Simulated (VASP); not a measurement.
# SnO (P4/nmm) in VASP: settings compared, part 2 of 2

VASP 6.6.1. Earlier steps stand in the parts before.

**4. Single point, r2SCAN+rVV10**

Contents of POSCAR:

```
SnO
1.0
    3.7925885396      0.0000000000      0.0000000000
    0.0000000000      3.7925885396      0.0000000000
    0.0000000000      0.0000000000      4.7583853065
Sn O
2 2
Direct
    0.0000000000      0.5000000000      0.2410331417
    0.5000000000      0.0000000000      0.7589668583
    0.5000000000      0.5000000000      0.0000000000
    0.0000000000      0.0000000000      0.0000000000
```

Contents of INCAR.step1:

```
PREC     = Accurate       # precision mode
ENCUT    = 520            # plane-wave cutoff, eV
ISMEAR   = -1             # smearing method
SIGMA    = 0.02           # smearing width, eV
LREAL    = F              # projectors in reciprocal space
LASPH    = T              # aspherical terms in the spheres
NELM     = 80             # most SCF steps
NBANDS   = 28             # bands
GGA      = PE             # functional
ALGO     = Normal         # electronic algorithm
EDIFF    = 1E-4           # SCF threshold, eV
LWAVE    = T              # write WAVECAR
LCHARG   = F              # write CHGCAR
```

Contents of INCAR.step2:

```
PREC     = Accurate       # precision mode
ENCUT    = 520            # plane-wave cutoff, eV
EDIFF    = 1E-6           # SCF threshold, eV
ISMEAR   = -1             # smearing method
SIGMA    = 0.02           # smearing width, eV
LREAL    = F              # projectors in reciprocal space
LASPH    = T              # aspherical terms in the spheres
NELM     = 80             # most SCF steps
ALGO     = Normal         # electronic algorithm
ISIF     = 2              # what is computed and relaxed
LWAVE    = F              # write WAVECAR
LCHARG   = F              # write CHGCAR
METAGGA  = R2SCAN         # meta-GGA
LMIXTAU  = T            
LUSE_VDW = T            
IVDW_NL  = 2            
BPARAM   = 11.95        
CPARAM   = 0.0093       
NBANDS   = 28             # bands
ISTART   = 1
```

Contents of KPOINTS:

```
Automatic mesh
0
Gamma
  6 6 6
```

Potentials or basis: VASP PAW PBE potentials, release 64 (Sn_d, O).

Launch:

```bash
> cat potpaw_PBE.64/Sn_d/POTCAR potpaw_PBE.64/O/POTCAR > POTCAR
> cp INCAR.step1 INCAR
> mpirun -np 1 vasp_std > vasp.out
> cp INCAR.step2 INCAR
> mpirun -np 1 vasp_std > vasp.out
```

OUTCAR:

```text
PREC = Accurate
   ENCUT = 520
   EDIFF = 1E-6
   ISMEAR = -1
   LREAL = F
   LASPH = T
   NELM = 80
   ISIF = 2
   METAGGA = R2SCAN
   IVDW_NL = 2
   BPARAM = 11.95
   ISTART = 1

 ion  position               nearest neighbor table
   1  0.000  0.500  0.241-   3 2.22   4 2.22   4 2.22   3 2.22   2 3.53   2 3.53   2 3.53   2 3.53
                             2 3.64   2 3.64   2 3.64   2 3.64
   2  0.500  0.000  0.759-   3 2.22   4 2.22   3 2.22   4 2.22   1 3.53   1 3.53   1 3.53   1 3.53
                             1 3.64   1 3.64   1 3.64   1 3.64
   3  0.500  0.500  0.000-   1 2.22   2 2.22   2 2.22   1 2.22
   4  0.000  0.000  0.000-   1 2.22   2 2.22   1 2.22   2 2.22

  LATTYP: Found a simple tetragonal cell.
 ALAT       =     3.7925885396
 C/A-ratio  =     1.2546537165

  Lattice vectors:

 A1 = (   3.7925885396,   0.0000000000,   0.0000000000)
 A2 = (   0.0000000000,   3.7925885396,   0.0000000000)
 A3 = (   0.0000000000,   0.0000000000,   4.7583853065)

Analysis of symmetry for initial positions (statically):
[... 174 lines left out ...]
  ext. energy  EPLUGINS =         0.00000000
  ---------------------------------------------------
  free energy    TOTEN  =       -65.82776592 eV

  energy without entropy =      -65.82740727  energy(sigma->0) =      -65.82758660

 E-fermi :   7.4636     XC(G=0): -11.1357

 val. band max:        7.3200474550   @ k =   0.1667   0.0000   0.0000
 cond. band min:       7.4768724465   @ k =   0.0000   0.0000   0.0000
 fundamental gap:      0.1568249915
 Fermi energy:         7.4636425721

 k-point     1 :       0.0000    0.0000    0.0000
  band No.  band energies     occupation
      1     -15.5703      2.00000
      2     -14.9777      2.00000
      3     -14.9729      2.00000
      4     -14.9729      2.00000
      5     -14.9180      2.00000
      6     -14.9001      2.00000
[... 733 lines left out ...]
     27      17.0863      0.00000
     28      17.0863      0.00000

 [... further k-points ...]
[... 5 lines left out ...]
  --------------------------------------------------------------------------------------
  -------------------------------------------------------------------------------------
  Total        0.3013592      0.3013592      0.2915970      0.0000000      0.0000000      0.0000000
  in kB        7.0544632      7.0544632      6.8259409      0.0000000      0.0000000      0.0000000
  external PRESSURE =       6.9782891 kB  Pullay stress =       0.0000000 kB

 VOLUME and BASIS-vectors are now :
 -----------------------------------------------------------------------------
  energy-cutoff  :      520.00
  volume of cell :       68.44
      direct lattice vectors                 reciprocal lattice vectors
     3.792588540  0.000000000  0.000000000     0.263672157  0.000000000  0.000000000
     0.000000000  3.792588540  0.000000000     0.000000000  0.263672157  0.000000000
     0.000000000  0.000000000  4.758385307     0.000000000  0.000000000  0.210155323

 POSITION                                       TOTAL-FORCE (eV/Angst)
 -----------------------------------------------------------------------------------
      0.00000      1.89629      1.14693         0.000000      0.000000      0.150475
      1.89629      0.00000      3.61146        -0.000000      0.000000     -0.150475
      1.89629      1.89629      0.00000         0.000000     -0.000000      0.000000
      0.00000      0.00000      0.00000         0.000000      0.000000      0.000000
 -----------------------------------------------------------------------------------
    total drift:                                0.000000      0.000000     -0.000000

  FREE ENERGIE OF THE ION-ELECTRON SYSTEM (eV)
  ---------------------------------------------------
  free  energy   TOTEN  =       -65.8277659227 eV

  energy  without entropy=      -65.8274072731  energy(sigma->0) =      -65.82758660
```

OSZICAR.step1:

```text
N       E                     dE             d eps       ncg     rms          rms(c)
DAV:   1     0.426745671189E+03    0.42675E+03   -0.19975E+04  2292   0.222E+03
DAV:   2     0.399824699303E+02   -0.38676E+03   -0.37095E+03  2332   0.548E+02
DAV:   3    -0.231918917220E+02   -0.63174E+02   -0.62005E+02  2560   0.183E+02
DAV:   4    -0.262279912442E+02   -0.30361E+01   -0.30218E+01  2584   0.430E+01
DAV:   5    -0.262960669084E+02   -0.68076E-01   -0.68067E-01  2432   0.699E+00    0.117E+01
DAV:   6    -0.226552784277E+02    0.36408E+01   -0.16066E+01  3612   0.444E+01    0.489E+00
DAV:   7    -0.226571292263E+02   -0.18508E-02   -0.19456E+00  2664   0.851E+00    0.248E+00
DAV:   8    -0.226461014139E+02    0.11028E-01   -0.27959E-01  3028   0.368E+00    0.818E-01
DAV:   9    -0.226378785519E+02    0.82229E-02   -0.48942E-02  3500   0.239E+00    0.235E-01
DAV:  10    -0.226390783204E+02   -0.11998E-02   -0.75672E-03  3136   0.812E-01    0.148E-01
DAV:  11    -0.226387023430E+02    0.37598E-03   -0.17194E-03  3348   0.398E-01    0.238E-02
DAV:  12    -0.226387473255E+02   -0.44982E-04   -0.39240E-04  2284   0.113E-01
   1 F= -.22638747E+02 E0= -.22638475E+02  d E =-.544945E-03
```

It took 4.2 min on 1 thread of Intel Xeon 8259CL, shared host; peak memory 0.33 GiB.

Results:

| Property | Result |
| --- | --- |
| Free energy | -65.8278 eV |
| Pressure | 0.7 GPa |
| Largest force | 0.150 eV/Å |
| Band gap on the k mesh | zero (filled and empty bands touch) |

Forces on the atoms (eV/Å):
```
Sn   0.000  0.000  0.150
Sn   0.000  0.000 -0.150
O    0.000  0.000  0.000
O    0.000  0.000  0.000
```

Caveat: semilocal functionals underestimate gaps, and a narrow one can read as zero; the PAW data sets were made with another functional, which shifts forces and pressure a little; spin-orbit coupling is left out, which moves the levels of the heavy elements.

**5. Overview**

```csv
level,cell,gap on the mesh (eV),pressure (GPa),largest force (eV/Å)
PBE,"a = 3.793, b = 3.793, c = 4.758 Å, 4 atoms, atomic positions A",none,5.6,0.58
PBE+D3(BJ),"a = 3.835, b = 3.835, c = 4.763 Å, 4 atoms, atomic positions B",none,0.2,0.08
r2SCAN+rVV10,"a = 3.793, b = 3.793, c = 4.758 Å, 4 atoms, atomic positions A",none,0.7,0.15
```

Alike in all rows: task single point; potentials or basis VASP PAW PBE potentials, release 64 (Sn_d, O); no spin polarisation; k mesh 6 × 6 × 6; cutoff (eV) 520; smearing fermi-dirac 0.02 eV.

Caveats: semilocal functionals underestimate gaps, and a narrow one can read as zero; spin-orbit coupling is left out, which moves the levels of the heavy elements; the cell stands under pressure (at least some runs); the PAW data sets were made with another functional, which shifts forces and pressure a little (at least some runs).

Total energies depend on the potentials used, so only differences within one code and one set of settings carry meaning.

The gap in the log of VASP goes by the Fermi energy; the results here count the filled bands.